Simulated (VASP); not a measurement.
LaAgS2:

```
Ag La S
1.0
     2.13551    1.23294    5.92117
    -2.13551    1.23294    5.92117
     0.00000   -2.46587    5.92117
Ag La S
1 1 2
Direct
  0.00000 0.00000 0.00000
  0.50000 0.50000 0.50000
  0.25141 0.25141 0.25141
  0.74859 0.74859 0.74859
```

| Quantity | Value |
| --- | --- |
| Program | VASP 6.6.1 |
| Task | relaxation of cell and atoms |
| Functional | LDA |
| Potentials or basis | VASP PAW LDA potentials, release 64 (Ag, La, S) |
| Cutoff | 600 eV |
| k mesh | 6 × 6 × 6 |
| Occupations | fermi-dirac, width 0.02 eV |
| Spin | no spin polarisation |

At the start: pressure -5.8 GPa; volume 23.39 Å³/atom.

Problem. How do energy, volume and symmetry change on relaxing?

Solution. Over 21 steps the energy falls by 43.0 meV/atom and the volume is 21.19 Å³/atom (-9.4 %); space group R-3m (No. 166, to 0.05 Å).

The path:
```csv
step,energy change (eV),largest force (eV/Å),pressure (GPa),volume (Å³)
1,0.0000,0.0410,-5.75,93.54
2,-0.0945,0.5400,4.09,82.63
3,-0.1397,0.3552,0.00,86.32
4,-0.1544,0.2474,0.00,85.88
5,-0.1703,0.0770,0.27,84.51
6,-0.1706,0.0387,0.21,84.67
7,-0.1713,0.0406,-0.34,85.14
8,-0.1713,0.0405,-0.20,85.04
9,-0.1719,0.0038,-0.04,84.84
10,-0.1720,0.0056,0.00,84.79
11,-0.1720,0.0240,0.10,84.69
12,-0.1720,0.0107,0.00,84.76
13,-0.1720,0.0122,0.00,84.76
14,-0.1720,0.0181,0.05,84.72
15,-0.1720,0.0148,0.03,84.74
16,-0.1720,0.0131,0.03,84.75
17,-0.1720,0.0031,-0.08,84.83
18,-0.1720,0.0069,-0.06,84.80
19,-0.1720,0.0087,-0.04,84.79
20,-0.1720,0.0019,-0.02,84.76
21,-0.1720,0.0032,0.00,84.74
```

Final structure:
```yaml
crystal:
  lattice:
    - [2.09835, 1.21149, 5.55589]
    - [-2.09835, 1.21149, 5.55589]
    - [0.00000, -2.42297, 5.55589]
  atoms:
    - { symbol: Ag, position: [0.00000, 0.00000, 0.00000] }
    - { symbol: La, position: [0.50000, 0.50000, 0.50000] }
    - { symbol: S, position: [0.25459, 0.25459, 0.25459] }
    - { symbol: S, position: [0.74541, 0.74541, 0.74541] }
```
